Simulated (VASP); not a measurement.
# Ge (Cmmm) in VASP: single point with r2SCAN

Aim: the single point of Ge with r2SCAN.

Program: VASP 6.6.1. These are calculated values, not measurements. Logs are shortened: lines on timing, memory, paths and dates and some standing lists are left out, and cuts for length are marked.

## Step 1: The cell of the first run

The structure is orthorhombic, space group Cmmm (No. 65). Conventional cell: a = 2.794 Å, b = 5.201 Å, c = 2.698 Å, α = 90.00°, β = 90.00°, γ = 90.00°. Ge (site symmetry mmm) has 8 Ge at 2.70 to 2.95 Å within 3.6 Å.

## Step 2: Single point, r2SCAN

POSCAR reads:

```
Ge
1.0
    1.3971490000     -2.6005160000      0.0000000000
    1.3971490000      2.6005160000      0.0000000000
    0.0000000000      0.0000000000      2.6982310000
Ge
1
Direct
    0.5000000000      0.5000000000      0.0000000000
```

INCAR.step1 reads:

```
  PREC = Accurate
  ENCUT = 520
  ISMEAR = 0
  SIGMA = 0.15
  LREAL = F
  LASPH = T
  NELM = 100
  NBANDS = 13
  GGA = PE
  ALGO = Normal
  EDIFF = 1E-4
  LWAVE = T
  LCHARG = F
```

INCAR.step2 reads:

```
  PREC = Accurate
  ENCUT = 520
  EDIFF = 1E-6
  ISMEAR = 0
  SIGMA = 0.15
  LREAL = F
  LASPH = T
  NELM = 100
  ALGO = Normal
  ISIF = 2
  LWAVE = F
  LCHARG = F
  METAGGA = R2SCAN
  LMIXTAU = T
  NBANDS = 13
  ISTART = 1
```

KPOINTS reads:

```
regular mesh
0
Gamma
  22 22 20
```

Potentials or basis: VASP PAW PBE potentials, release 64 (Ge_d).

The run is started by

```
$ cat potpaw_PBE.64/Ge_d/POTCAR > POTCAR
$ cp INCAR.step1 INCAR
$ mpirun -np 1 vasp_std > vasp.out
$ cp INCAR.step2 INCAR
$ mpirun -np 1 vasp_std > vasp.out
```

OUTCAR:

```text
PREC = Accurate
   ENCUT = 520
   EDIFF = 1E-6
   ISMEAR = 0
   LREAL = F
   LASPH = T
   NELM = 100
   ISIF = 2
   METAGGA = R2SCAN
   ISTART = 1

 ion  position               nearest neighbor table
   1  0.500  0.500  0.000-

  LATTYP: Found a base centered orthorhombic cell.
 ALAT       =     2.7942980000
 B/A-ratio  =     1.8613018368
 C/A-ratio  =     0.9656203454

  Lattice vectors:

 A1 = (   1.3971490000,  -2.6005160000,   0.0000000000)
 A2 = (   1.3971490000,   2.6005160000,   0.0000000000)
 A3 = (   0.0000000000,   0.0000000000,   2.6982310000)

Analysis of symmetry for initial positions (statically):
=====================================================================
 Subroutine PRICEL returns:
 Original cell was already a primitive cell.

 Routine SETGRP: Setting up the symmetry group for a
 base centered orthorhombic supercell.

 Subroutine GETGRP returns: Found  8 space group operations
 (whereof  8 operations were pure point group operations)
 out of a pool of  8 trial point group operations.

The static configuration has the point symmetry D_2h.

Analysis of symmetry for dynamics (positions and initial velocities):
=====================================================================
 Subroutine PRICEL returns:
 Original cell was already a primitive cell.

 Routine SETGRP: Setting up the symmetry group for a
 base centered orthorhombic supercell.

 Subroutine GETGRP returns: Found  8 space group operations
 (whereof  8 operations were pure point group operations)
 out of a pool of  8 trial point group operations.

The dynamic configuration has the point symmetry D_2h.

 Subroutine INISYM returns: Found  8 space group operations
 (whereof  8 operations are pure point group operations),
 and found     1 'primitive' translations

----------------------------------------------------------------------------------------

                                     Primitive cell

  volume of cell :      19.6070

  direct lattice vectors                    reciprocal lattice vectors
     1.397149000 -2.600516000  0.000000000     0.357871637 -0.192269534  0.000000000
     1.397149000  2.600516000  0.000000000     0.357871637  0.192269534  0.000000000
     0.000000000  0.000000000  2.698231000     0.000000000  0.000000000  0.370613191

  length of vectors
     2.952068562  2.952068562  2.698231000     0.406250763  0.406250763  0.370613191

  position of ions in fractional coordinates (direct lattice)
     0.500000000  0.500000000  0.000000000

  ion indices of the primitive-cell ions
   primitive index   ion index
                 1           1

----------------------------------------------------------------------------------------

 KPOINTS: regular mesh

Automatic generation of k-mesh.
 Grid dimensions read from file:
 generate k-points for:   22   22   20

 Generating k-lattice:

  Cartesian coordinates                     Fractional coordinates (reciprocal lattice)
     0.016266893 -0.008739524  0.000000000     0.045454545  0.000000000  0.000000000
     0.016266893  0.008739524  0.000000000     0.000000000  0.045454545  0.000000000
     0.000000000  0.000000000  0.018530660     0.000000000  0.000000000  0.050000000

  Length of vectors
     0.018465944  0.018465944  0.018530660

  Shift w.r.t. Gamma in fractional coordinates (k-lattice)
     0.000000000  0.000000000  0.000000000

 Subroutine IBZKPT returns following result:
 ===========================================

 Found   1463 irreducible k-points:

 Following reciprocal coordinates:
            Coordinates               Weight
  0.000000  0.000000  0.000000      1.000000
  0.045455  0.000000  0.000000      4.000000
  0.090909  0.000000  0.000000      4.000000
  0.136364 -0.000000  0.000000      4.000000
  0.181818 -0.000000  0.000000      4.000000
  0.227273 -0.000000  0.000000      4.000000
[... 16 lines left out ...]
  0.500000  0.045455  0.000000      4.000000
 -0.454545  0.045455  0.000000      4.000000
 [... further k-points ...]
   k-points           NKPTS =   1463   k-points in BZ     NKDIM =   1463   number of bands    NBANDS=     13
   number of dos      NEDOS =    301   number of ions     NIONS =      1
   total plane-waves  NPLWV =  11520
   dimension x,y,z NGX =    24 NGY =   24 NGZ =   20
   dimension x,y,z NGXF=    48 NGYF=   48 NGZF=   40
   ions per type =               1
   NGX,Y,Z   is equivalent  to a cutoff of  13.52, 13.52, 12.32 a.u.
   NGXF,Y,Z  is equivalent  to a cutoff of  27.03, 27.03, 24.65 a.u.
 SYSTEM =  unknown system
   PREC   = accura    normal or accurate (medium, high low for compatibility)
   ISTART =      1    job   : 0-new  1-cont  2-samecut
   ICHARG =      0    charge: 1-file 2-atom 10-const
   ISPIN  =      1    spin polarized calculation?
   LNONCOLLINEAR =      F non collinear calculations
   LSORBIT =      F    spin-orbit coupling
   LASPH  =      T    aspherical Exc in radial PAW
   ENCUT  =  520.0 eV  38.22 Ry    6.18 a.u.   5.49  5.49  5.02*2*pi/ulx,y,z
   NELM   =    100;   NELMIN=  2; NELMDL=  0     # of ELM steps
   EDIFF  = 0.1E-05   stopping-criterion for ELM
   LREAL  =      F    real-space projection
   EDIFFG = 0.1E-04   stopping-criterion for IOM
   NSW    =      0    number of steps for IOM
   IBRION =     -1    ionic relax: 0-MD 1-quasi-New 2-CG
   NFREE  =      0    steps in history (QN), initial steepest desc. (CG)
   ISIF   =      2    stress and relaxation
   ISYM   =      2    0-nonsym 1-usesym 2-fastsym
   POTIM  = 0.5000    time-step for ionic-motion
   TEBEG  =    0.0;   TEEND  =   0.0 temperature during run
   PSTRESS=    0.0 pullay stress
   NELECT =      14.0000    total number of electrons
   NUPDOWN=      -1.0000    fix difference up-down
   EMIN   =  10.00;   EMAX   =-10.00  energy-range for DOS
   EFERMI =   0.00;   METHOD = LEGACY
   ISMEAR =     0;   SIGMA  =   0.15  broadening in eV -4-tet -1-fermi 0-gaus
   EFERMI_NEDOS =   21; number of points for ismear=-14 and -15
   IALGO  =     38    algorithm
   IMIX   =      4    mixing-type and parameters
     AMIX     =   0.40;   BMIX     =  1.00
     AMIX_MAG =   1.60;   BMIX_MAG =  1.00
  volume/ion in A,a.u.               =      19.61       132.31
  Fermi-wavevector in a.u.,A,eV,Ry     =   1.463234  2.765111 29.130796  2.141053
  Thomas-Fermi vector in A             =   2.579353
   LORBIT       =      0    0 simple, 1 ext, 2 COOP (PROOUT), +10 PAW based schemes
   METAGGA = R2SCAN    functional components
   LHFCALC =     F    Hartree Fock is set to
   AEXX    =    0.0000 exact exchange contribution
   IVDW    =     0    specifies the selected vdW correction
   LEPSILON=     F    determine dielectric tensor
   LRPA    =     F    only Hartree local field effects (RPA)
 non-spin polarized calculation
 Gauss-broadening in eV      SIGMA  =   0.15
  energy-cutoff  :      520.00
  volume of cell :       19.61
 maximum number of plane-waves:       542
 NGX is ok and might be reduce to    24
   NGX = 11   NGY = 11   NGZ = 11

 number of electron      14.0000003 magnetization

 Free energy of the ion-electron system (eV)
  ---------------------------------------------------
  ext. energy  EPLUGINS =         0.00000000
  ---------------------------------------------------
  free energy    TOTEN  =       -13.47735092 eV

  energy without entropy =      -13.47310326  energy(sigma->0) =      -13.47522709

 E-fermi :   6.1007     XC(G=0): -12.0764

 val. band max:        6.0949166625   @ k =   0.4545   0.1818   0.1500
 cond. band min:       6.1036646919   @ k =  -0.3636   0.3182   0.3500
 fundamental gap:      0.0087480293
 Fermi energy:         6.1007131711

 k-point     1 :       0.0000    0.0000    0.0000
  band No.  band energies     occupation
      1     -19.3889      2.00000
      2     -19.3259      2.00000
      3     -19.2719      2.00000
      4     -19.1594      2.00000
      5     -19.1405      2.00000
      6      -7.3984      2.00000
      7      13.0928      0.00000
      8      13.6073      0.00000
      9      15.1973      0.00000
     10      16.6729      0.00000
     11      19.3729      0.00000
     12      21.8952      0.00000
     13      22.2181      0.00000

 k-point     2 :       0.0455    0.0000    0.0000
  band No.  band energies     occupation
      1     -19.3873      2.00000
      2     -19.3236      2.00000
      3     -19.2723      2.00000
      4     -19.1597      2.00000
      5     -19.1416      2.00000
      6      -7.3456      2.00000
      7      13.1446      0.00000
      8      13.3845      0.00000
      9      14.6193      0.00000
     10      16.9137      0.00000
     11      19.4876      0.00000
     12      20.8357      0.00000
     13      22.5482      0.00000

 k-point     3 :       0.0909    0.0000    0.0000
  band No.  band energies     occupation
      1     -19.3827      2.00000
      2     -19.3169      2.00000
      3     -19.2730      2.00000
      4     -19.1608      2.00000
      5     -19.1447      2.00000
      6      -7.1869      2.00000
      7      12.6817      0.00000
      8      13.2992      0.00000
      9      13.5543      0.00000
     10      17.2204      0.00000
     11      19.0933      0.00000
     12      20.7443      0.00000
     13      23.4431      0.00000
[... 305 lines left out ...]
 k-point    23 :       0.5000    0.0455    0.0000
  band No.  band energies     occupation
      1     -19.3628      2.00000
      2     -19.2775      2.00000
      3     -19.2001      2.00000
      4     -19.1721      2.00000
      5     -19.1694      2.00000
      6      -2.1493      2.00000
      7       0.7494      2.00000
      8       9.1880      0.00000
      9      14.6585      0.00000
     10      17.1703      0.00000
     11      23.1213      0.00000
     12      23.8474      0.00000
     13      24.2921      0.00000

 k-point    24 :      -0.4545    0.0455    0.0000
  band No.  band energies     occupation
      1     -19.3615      2.00000
      2     -19.2791      2.00000
      3     -19.1976      2.00000
      4     -19.1794      2.00000
      5     -19.1688      2.00000
      6      -2.8453      2.00000
      7       1.6631      2.00000
      8       9.2215      0.00000
      9      14.8418      0.00000
     10      16.8397      0.00000
     11      22.1791      0.00000
     12      24.3802      0.00000
     13      25.4100      0.00000

 [... further k-points ...]

------------------------ aborting loop because EDIFF is reached ----------------------------------------

  FORCE on cell =-STRESS in cart. coord.  units (eV):
  Direction    XX          YY          ZZ          XY          YZ          ZX
  --------------------------------------------------------------------------------------
  -------------------------------------------------------------------------------------
  Total       -0.2280680     -0.5243190     -0.4873821     -0.0000000      0.0000000      0.0000000
  in kB      -18.6364634    -42.8444687    -39.8261949     -0.0000000      0.0000000      0.0000000
  external PRESSURE =     -33.7690423 kB  Pullay stress =       0.0000000 kB

 VOLUME and BASIS-vectors are now :
 -----------------------------------------------------------------------------
  energy-cutoff  :      520.00
  volume of cell :       19.61
      direct lattice vectors                 reciprocal lattice vectors
     1.397149000 -2.600516000  0.000000000     0.357871637 -0.192269534  0.000000000
     1.397149000  2.600516000  0.000000000     0.357871637  0.192269534  0.000000000
     0.000000000  0.000000000  2.698231000     0.000000000  0.000000000  0.370613191

 POSITION                                       TOTAL-FORCE (eV/Angst)
 -----------------------------------------------------------------------------------
      1.39715      0.00000      0.00000         0.000000      0.000000      0.000000
 -----------------------------------------------------------------------------------
    total drift:                               -0.000000     -0.000000     -0.000000

  FREE ENERGIE OF THE ION-ELECTRON SYSTEM (eV)
  ---------------------------------------------------
  free  energy   TOTEN  =       -13.4773509171 eV

  energy  without entropy=      -13.4731032577  energy(sigma->0) =      -13.47522709
```

Run time: 8.2 min. Hardware: 1 thread of Intel Xeon Platinum 8259CL at 2.50GHz (Skylake/Cascade Lake), shared host; peak memory 0.43 GiB.

Results:

| Item | Value |
| --- | --- |
| Free energy | -13.4774 eV |
| Pressure | -3.4 GPa |
| Band gap on the k mesh | zero (band 7 reaches 13.25 eV, above the bottom of band 8 at 3.08 eV) |

Caveat: the PAW data sets were made with another functional, which shifts forces and pressure a little.
